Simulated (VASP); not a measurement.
# Ni (Pm-3n) in VASP: a series of runs

Ni is run at these levels: LDA; tasks: single point, relaxation of cell and atoms.

All numbers are computed with VASP 6.6.1; they aren't measurements. Logs are shortened: lines on timing, memory, paths and dates and some standing lists are left out, and cuts for length are marked.

### 1 The cell of the first run

It takes space group Pm-3n (No. 223, cubic). Conventional cell: a = 4.341 Å, b = 4.341 Å, c = 4.341 Å, α = 90.00°, β = 90.00°, γ = 90.00°. Ni (site symmetry m-3) has 12 Ni at 2.43 Å within 3.2 Å. Within 2.9 Å of Ni (site symmetry -4m2) lie 14 Ni at 2.17 to 2.66 Å.

### 2 Single point, LDA

The input, INCAR:

```
SYSTEM = Ni
PREC     = Accurate       ! precision mode
ENCUT    = 520            ! plane-wave cutoff, eV
EDIFF    = 1E-6           ! SCF threshold, eV
ISMEAR   = -1             ! smearing method
SIGMA    = 0.1            ! smearing width, eV
LREAL    = .False.        ! projectors in reciprocal space
LASPH    = .True.         ! aspherical terms in the spheres
NELM     = 60             ! most SCF steps
ALGO     = Normal         ! electronic algorithm
ISIF     = 2              ! what is computed and relaxed
LWAVE    = .False.        ! write WAVECAR
LCHARG   = .False.        ! write CHGCAR
GGA      = CA             ! functional
NBANDS   = 50             ! bands
```

The input, KPOINTS:

```
regular mesh
0
Gamma
  6 6 6
  0 0 0
```

The input, POSCAR:

```
Ni
1.0
    4.3411701780      0.0000000000      0.0000000000
    0.0000000000      4.3411701780      0.0000000000
    0.0000000000      0.0000000000      4.3411701780
Ni
8
Direct
    0.0000000000      1.0000000000      0.0000000000
    0.5000000000      0.5000000000      0.5000000000
    0.2500000000      0.0000000000      0.5000000000
    0.7500000000      0.0000000000      0.5000000000
    0.5000000000      0.2500000000      1.0000000000
    0.5000000000      0.7500000000      1.0000000000
    1.0000000000      0.5000000000      0.2500000000
    1.0000000000      0.5000000000      0.7500000000
```

Potentials or basis: VASP PAW LDA potentials, release 64 (Ni).

Run with:

```
> cat potpaw_LDA.64/Ni/POTCAR > POTCAR
> mpirun -np 1 vasp_std > vasp.out
```

OUTCAR:

```text
SYSTEM = Ni
   PREC = Accurate
   ENCUT = 520
   EDIFF = 1E-6
   ISMEAR = -1
   LREAL = .False.
   LASPH = .True.
   NELM = 60
   ISIF = 2
   GGA = CA

 ion  position               nearest neighbor table
   1  0.000  0.000  0.000-   3 2.43   4 2.43   5 2.43   6 2.43   7 2.43   8 2.43   3 2.43   4 2.43
                             7 2.43   8 2.43   5 2.43   6 2.43
   2  0.500  0.500  0.500-   3 2.43   4 2.43   5 2.43   6 2.43   7 2.43   8 2.43   5 2.43   6 2.43
                             3 2.43   4 2.43   7 2.43   8 2.43
   3  0.250  0.000  0.500-   4 2.17   4 2.17   1 2.43   1 2.43   2 2.43   2 2.43   8 2.66   5 2.66
                             5 2.66   6 2.66   6 2.66   7 2.66   8 2.66   7 2.66
   4  0.750  0.000  0.500-   3 2.17   3 2.17   1 2.43   1 2.43   2 2.43   2 2.43   8 2.66   5 2.66
                             5 2.66   6 2.66   6 2.66   7 2.66   8 2.66   7 2.66
   5  0.500  0.250  0.000-   6 2.17   6 2.17   1 2.43   2 2.43   2 2.43   1 2.43   8 2.66   4 2.66
                             3 2.66   4 2.66   3 2.66   7 2.66   7 2.66   8 2.66
   6  0.500  0.750  0.000-   5 2.17   5 2.17   1 2.43   2 2.43   2 2.43   1 2.43   8 2.66   4 2.66
                             3 2.66   4 2.66   3 2.66   7 2.66   7 2.66   8 2.66
   7  0.000  0.500  0.250-   8 2.17   8 2.17   1 2.43   2 2.43   1 2.43   2 2.43   3 2.66   4 2.66
                             5 2.66   3 2.66   4 2.66   6 2.66   5 2.66   6 2.66
   8  0.000  0.500  0.750-   7 2.17   7 2.17   1 2.43   2 2.43   1 2.43   2 2.43   3 2.66   4 2.66
                             5 2.66   3 2.66   4 2.66   6 2.66   5 2.66   6 2.66

  LATTYP: Found a simple cubic cell.
 ALAT       =     4.3411701780

  Lattice vectors:

 A1 = (   4.3411701780,   0.0000000000,   0.0000000000)
 A2 = (   0.0000000000,   4.3411701780,   0.0000000000)
 A3 = (   0.0000000000,   0.0000000000,   4.3411701780)

Analysis of symmetry for initial positions (statically):
=====================================================================
 Subroutine PRICEL returns:
 Original cell was already a primitive cell.

 Routine SETGRP: Setting up the symmetry group for a
 simple cubic supercell.

 Subroutine GETGRP returns: Found 48 space group operations
 (whereof 24 operations were pure point group operations)
 out of a pool of 48 trial point group operations.

The static configuration has the point symmetry T_h .
 The point group associated with its full space group is O_h .

Analysis of symmetry for dynamics (positions and initial velocities):
=====================================================================
 Subroutine PRICEL returns:
 Original cell was already a primitive cell.

 Routine SETGRP: Setting up the symmetry group for a
 simple cubic supercell.

 Subroutine GETGRP returns: Found 48 space group operations
 (whereof 24 operations were pure point group operations)
 out of a pool of 48 trial point group operations.

The dynamic configuration has the point symmetry T_h .
 The point group associated with its full space group is O_h .

 Subroutine INISYM returns: Found 48 space group operations
 (whereof 24 operations are pure point group operations),
 and found     1 'primitive' translations

----------------------------------------------------------------------------------------

                                     Primitive cell

  volume of cell :      81.8126

  direct lattice vectors                    reciprocal lattice vectors
     4.341170178  0.000000000  0.000000000     0.230352637  0.000000000  0.000000000
     0.000000000  4.341170178  0.000000000     0.000000000  0.230352637  0.000000000
     0.000000000  0.000000000  4.341170178     0.000000000  0.000000000  0.230352637

  length of vectors
     4.341170178  4.341170178  4.341170178     0.230352637  0.230352637  0.230352637

  position of ions in fractional coordinates (direct lattice)
     0.000000000  0.000000000  0.000000000
     0.500000000  0.500000000  0.500000000
     0.250000000  0.000000000  0.500000000
     0.750000000  0.000000000  0.500000000
     0.500000000  0.250000000  0.000000000
     0.500000000  0.750000000  0.000000000
     0.000000000  0.500000000  0.250000000
     0.000000000  0.500000000  0.750000000

  ion indices of the primitive-cell ions
   primitive index   ion index
                 1           1
                 2           2
                 3           3
                 4           4
                 5           5
                 6           6
                 7           7
                 8           8

----------------------------------------------------------------------------------------

 KPOINTS: regular mesh

Automatic generation of k-mesh.
 Grid dimensions read from file:
 generate k-points for:    6    6    6

 Generating k-lattice:

  Cartesian coordinates                     Fractional coordinates (reciprocal lattice)
     0.038392106  0.000000000  0.000000000     0.166666667  0.000000000  0.000000000
     0.000000000  0.038392106  0.000000000     0.000000000  0.166666667  0.000000000
     0.000000000  0.000000000  0.038392106     0.000000000  0.000000000  0.166666667

  Length of vectors
     0.038392106  0.038392106  0.038392106

  Shift w.r.t. Gamma in fractional coordinates (k-lattice)
     0.000000000  0.000000000  0.000000000

 Subroutine IBZKPT returns following result:
 ===========================================

 Found     20 irreducible k-points:

 Following reciprocal coordinates:
            Coordinates               Weight
  0.000000  0.000000  0.000000      1.000000
  0.166667  0.000000  0.000000      6.000000
  0.333333  0.000000  0.000000      6.000000
  0.500000  0.000000  0.000000      3.000000
  0.166667  0.166667  0.000000     12.000000
  0.333333  0.166667  0.000000     24.000000
[... 12 lines left out ...]
  0.500000  0.500000  0.333333      6.000000
  0.500000  0.500000  0.500000      1.000000
   k-points           NKPTS =     20   k-points in BZ     NKDIM =     20   number of bands    NBANDS=     50
   number of dos      NEDOS =    301   number of ions     NIONS =      8
   total plane-waves  NPLWV =  32768
   dimension x,y,z NGX =    32 NGY =   32 NGZ =   32
   dimension x,y,z NGXF=    64 NGYF=   64 NGZF=   64
   ions per type =               8
   NGX,Y,Z   is equivalent  to a cutoff of  12.25, 12.25, 12.25 a.u.
   NGXF,Y,Z  is equivalent  to a cutoff of  24.51, 24.51, 24.51 a.u.
 SYSTEM =  Ni
   PREC   = accura    normal or accurate (medium, high low for compatibility)
   ISTART =      0    job   : 0-new  1-cont  2-samecut
   ICHARG =      2    charge: 1-file 2-atom 10-const
   ISPIN  =      1    spin polarized calculation?
   LNONCOLLINEAR =      F non collinear calculations
   LSORBIT =      F    spin-orbit coupling
   LASPH  =      T    aspherical Exc in radial PAW
   ENCUT  =  520.0 eV  38.22 Ry    6.18 a.u.   8.07  8.07  8.07*2*pi/ulx,y,z
   NELM   =     60;   NELMIN=  2; NELMDL= -5     # of ELM steps
   EDIFF  = 0.1E-05   stopping-criterion for ELM
   LREAL  =      F    real-space projection
   EDIFFG = 0.1E-04   stopping-criterion for IOM
   NSW    =      0    number of steps for IOM
   IBRION =     -1    ionic relax: 0-MD 1-quasi-New 2-CG
   NFREE  =      0    steps in history (QN), initial steepest desc. (CG)
   ISIF   =      2    stress and relaxation
   ISYM   =      2    0-nonsym 1-usesym 2-fastsym
   POTIM  = 0.5000    time-step for ionic-motion
   TEBEG  =    0.0;   TEEND  =   0.0 temperature during run
   PSTRESS=    0.0 pullay stress
   NELECT =      80.0000    total number of electrons
   NUPDOWN=      -1.0000    fix difference up-down
   EMIN   =  10.00;   EMAX   =-10.00  energy-range for DOS
   EFERMI =   0.00;   METHOD = LEGACY
   ISMEAR =    -1;   SIGMA  =   0.10  broadening in eV -4-tet -1-fermi 0-gaus
   EFERMI_NEDOS =   21; number of points for ismear=-14 and -15
   IALGO  =     38    algorithm
   IMIX   =      4    mixing-type and parameters
     AMIX     =   0.40;   BMIX     =  1.00
     AMIX_MAG =   1.60;   BMIX_MAG =  1.00
  volume/ion in A,a.u.               =      10.23        69.01
  Fermi-wavevector in a.u.,A,eV,Ry     =   1.624918  3.070649 35.924242  2.640357
  Thomas-Fermi vector in A             =   2.718126
   LORBIT       =      0    0 simple, 1 ext, 2 COOP (PROOUT), +10 PAW based schemes
   GGA     = CA    functional components
   LHFCALC =     F    Hartree Fock is set to
   AEXX    =    0.0000 exact exchange contribution
   IVDW    =     0    specifies the selected vdW correction
   LEPSILON=     F    determine dielectric tensor
   LRPA    =     F    only Hartree local field effects (RPA)
 non-spin polarized calculation
  energy-cutoff  :      520.00
  volume of cell :       81.81
 maximum number of plane-waves:      2272
   NGX = 17   NGY = 17   NGZ = 17

 number of electron      80.0000126 magnetization

 Free energy of the ion-electron system (eV)
  ---------------------------------------------------
  ext. energy  EPLUGINS =         0.00000000
  ---------------------------------------------------
  free energy    TOTEN  =       -51.65033295 eV

  energy without entropy =      -51.03044063  energy(sigma->0) =      -51.34038679

 E-fermi :   9.8486     XC(G=0): -13.9683

 val. band max:        9.8395024879   @ k =   0.3333   0.1667   0.0000
 cond. band min:       9.8499278323   @ k =   0.3333   0.1667   0.1667
 fundamental gap:      0.0104253444
 Fermi energy:         9.8486125116

 k-point     1 :       0.0000    0.0000    0.0000
  band No.  band energies     occupation
      1       0.5516      2.00000
      2       4.9214      2.00000
      3       4.9214      2.00000
      4       5.6066      2.00000
      5       6.0393      2.00000
      6       6.0393      2.00000
[... 42 lines left out ...]
     49      18.6811      0.00000
     50      18.6811      0.00000

 k-point     2 :       0.1667    0.0000    0.0000
  band No.  band energies     occupation
      1       0.7902      2.00000
      2       4.7139      2.00000
      3       5.0659      2.00000
      4       5.2994      2.00000
      5       5.9929      2.00000
      6       5.9929      2.00000
[... 946 lines left out ...]
 k-point    20 :       0.5000    0.5000    0.5000
  band No.  band energies     occupation
      1       5.1720      2.00000
      2       5.1720      2.00000
      3       5.1720      2.00000
      4       5.1720      2.00000
      5       5.1720      2.00000
      6       5.1720      2.00000
[... 42 lines left out ...]
     49      25.0089      0.00000
     50      25.0187      0.00000

------------------------ aborting loop because EDIFF is reached ----------------------------------------

  FORCE on cell =-STRESS in cart. coord.  units (eV):
  Direction    XX          YY          ZZ          XY          YZ          ZX
  --------------------------------------------------------------------------------------
  -------------------------------------------------------------------------------------
  Total       -0.0652316     -0.0652316     -0.0652316      0.0000000      0.0000000     -0.0000000
  in kB       -1.2774620     -1.2774620     -1.2774620      0.0000000      0.0000000     -0.0000000
  external PRESSURE =      -1.2774620 kB  Pullay stress =       0.0000000 kB

 VOLUME and BASIS-vectors are now :
 -----------------------------------------------------------------------------
  energy-cutoff  :      520.00
  volume of cell :       81.81
      direct lattice vectors                 reciprocal lattice vectors
     4.341170178  0.000000000  0.000000000     0.230352637  0.000000000  0.000000000
     0.000000000  4.341170178  0.000000000     0.000000000  0.230352637  0.000000000
     0.000000000  0.000000000  4.341170178     0.000000000  0.000000000  0.230352637

 POSITION                                       TOTAL-FORCE (eV/Angst)
 -----------------------------------------------------------------------------------
      0.00000      0.00000      0.00000         0.000000     -0.000000     -0.000000
      2.17059      2.17059      2.17059         0.000000     -0.000000     -0.000000
      1.08529      0.00000      2.17059         0.000000      0.000000     -0.000000
      3.25588      0.00000      2.17059        -0.000000      0.000000     -0.000000
      2.17059      1.08529      0.00000        -0.000000     -0.000000      0.000000
      2.17059      3.25588      0.00000         0.000000     -0.000000      0.000000
      0.00000      2.17059      1.08529         0.000000     -0.000000     -0.000000
      0.00000      2.17059      3.25588        -0.000000      0.000000     -0.000000
 -----------------------------------------------------------------------------------
    total drift:                                0.000000     -0.000000      0.000000

  FREE ENERGIE OF THE ION-ELECTRON SYSTEM (eV)
  ---------------------------------------------------
  free  energy   TOTEN  =       -51.6503329532 eV

  energy  without entropy=      -51.0304406320  energy(sigma->0) =      -51.34038679
```

Wall time 50 s (1 thread of Intel Xeon Platinum 8488C (Sapphire Rapids), shared host); peak memory 0.18 GiB.

What came out:

| Quantity | Value |
| --- | --- |
| Free energy | -51.6503 eV |
| Pressure | -0.1 GPa |
| Band gap on the k mesh | zero (bands 40 and 41 overlap by 0.16 eV) |

Levels at points of the mesh, in eV from the Fermi level:
```csv
k point,band 36,band 37,band 38,band 39,band 40,band 41,band 42,band 43,band 44,band 45
"(0.00, 0.00, 0.00)",-0.19,-0.19,-0.19,0.02,0.02,0.02,1.56,1.56,1.56,3.20
"(0.50, 0.00, 0.00)",-0.42,-0.37,-0.37,0.01,0.01,0.28,0.28,2.27,2.27,2.87
"(0.50, 0.50, 0.00)",-0.39,-0.31,-0.14,-0.14,-0.13,0.05,0.13,0.13,0.35,2.50
"(0.50, 0.50, 0.50)",-0.33,-0.29,-0.29,-0.29,-0.29,0.69,0.69,0.69,0.69,0.69
```

Caveat: the run has no spin polarisation, though such a crystal can be magnetic.

### 3 Single point, LDA

The input, INCAR:

```
SYSTEM = Ni
PREC = Accurate ; ENCUT = 520
EDIFF = 1E-6 ; ISMEAR = -1
SIGMA = 0.1 ; LREAL = .FALSE.
LASPH = .TRUE. ; NELM = 80
ALGO = Normal ; ISIF = 2
LWAVE = .FALSE. ; LCHARG = .FALSE.
NBANDS = 50
```

The input, KPOINTS:

```
regular mesh
0
G
  8 8 8
  0 0 0
```

POSCAR is that of step 2.

Potentials or basis: VASP PAW LDA potentials, release 64 (Ni).

Run with:

```
> cat potpaw_LDA.64/Ni/POTCAR > POTCAR
> mpirun -np 1 vasp_std > vasp.out
```

Run time: 80 s. Hardware: 1 thread of Intel Xeon Platinum 8488C (Sapphire Rapids), shared host; peak memory 0.21 GiB.

Results (log left out):

| Item | Value |
| --- | --- |
| Free energy | -51.6401 eV |
| Pressure | -0.1 GPa |
| Band gap on the k mesh | zero (bands 40 and 41 overlap by 0.20 eV) |

Levels at points of the mesh, in eV from the Fermi level:
```
           k point  band 39  band 40  band 41  band 42  band 43  band 44
(0.00, 0.00, 0.00)     0.02     0.02     0.02     1.56     1.56     1.56
(0.50, 0.00, 0.00)     0.01     0.01     0.28     0.28     2.27     2.27
(0.50, 0.50, 0.00)    -0.14    -0.13     0.05     0.13     0.13     0.35
(0.50, 0.50, 0.50)    -0.29    -0.29     0.69     0.69     0.69     0.69
```

Caveat: the run has no spin polarisation, though such a crystal can be magnetic. Spin polarisation is off, so any magnetic state and its effect on volume and gap are missing.

(Continued in part 2 of 2.)
